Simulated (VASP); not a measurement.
Runs of VASP 6.6.1 on PtSe. The structure is that of space group P3m1 (No. 156), or close to it. The cells are those of the table. 

```tsv
cell	k mesh	gap on the mesh (eV)	largest force (eV/Å)
a = 4.006, b = 4.006, c = 16.000 Å, angles 90.0, 90.0, 120.0°, 2 atoms	6 × 6 × 1	none	3.08
a = 3.851, b = 3.851, c = 26.407 Å, angles 90.0, 90.0, 120.0°, 2 atoms	18 × 18 × 1	none	0.03
a = 3.857, b = 3.857, c = 26.407 Å, angles 90.0, 90.0, 120.0°, 2 atoms	18 × 18 × 1	none	(a)
a = 3.857, b = 3.857, c = 26.407 Å, angles 90.0, 90.0, 120.0°, 2 atoms	6 × 6 × 1	none	0.03
```

Alike in all rows: task single point; level PBE; potentials or basis VASP PAW PBE potentials, release 64 (Pt, Se); no spin polarisation; cutoff (eV) 520; smearing gaussian 0.1 eV.

Q: Estimate the missing entries.

A: (a) 0.06.

Caveats: spin-orbit coupling is left out, which moves the levels of the heavy elements.

A k mesh can miss the band edges, and the runs leave out spin-orbit coupling on Pt, Se.

A gap of «none» marks levels without a gap at the run's occupations.
